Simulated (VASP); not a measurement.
Wanted: the native input for a VASP 6.6.1 run.

```
Task                   : relaxation of shape and atoms at fixed volume
Functional             : PBEsol
Potentials or basis    : VASP PAW PBE potentials, release 64 (Ag)
Cutoff                 : 600 eV
k mesh                 : 18 × 18 × 4
Occupations            : gaussian, width 0.1 eV
Spin                   : no spin polarisation
Dipole correction      : no
Further INCAR settings : ALGO = Fast; EDIFF = 1e-06; IBRION = 2; EDIFFG = -0.01; NSW = 50; ISIF = 4
```

The structure of Ag lies in POSCAR:

```
Ag
1.0
    2.9272606674      0.0000000000      0.0000000000
   -1.4636303337      2.5350821014      0.0000000000
    0.0000000000      0.0000000000      9.5212045587
Ag
4
Direct
    0.3333333333      0.6666666667      0.2500000000
    0.6666666667      0.3333333333      0.7500000000
    0.0000000000      0.0000000000      0.0000000000
    0.0000000000      0.0000000000      0.5000000000
```

This isn't the form of Ag at room conditions, which is fcc.

One way to write it, as run:

INCAR

```
SYSTEM = Ag
  PREC = Accurate
  ENCUT = 600
  EDIFF = 1E-6
  ISMEAR = 0
  SIGMA = 0.1
  LREAL = .False.
  LASPH = .True.
  NELM = 80
  ALGO = Fast
  ISIF = 4
  LWAVE = .False.
  LCHARG = .False.
  GGA = PS
  IBRION = 2
  NSW = 50
  EDIFFG = -0.01
```

KPOINTS

```
regular mesh
0
Gamma
  18 18 4
  0 0 0
```

Potentials or basis: VASP PAW PBE potentials, release 64 (Ag).

The run is started by

```bash
$ cat potpaw_PBE.64/Ag/POTCAR > POTCAR
$ mpirun -np 1 vasp_std > vasp.out
```

Results of the run:

The pressure after relaxing is -6.0 GPa and the band gap on the k mesh is zero (bands 22 and 23 overlap by 6.31 eV).

Caveat: the relaxation stopped at its first step, so nothing moved; the PAW data sets were made with another functional, which shifts forces and pressure a little.

It took 2.1 min on 1 thread of AMD EPYC 9R45 96-Core Processor (Zen 5), on a shared host, peak memory 0.3 GiB.
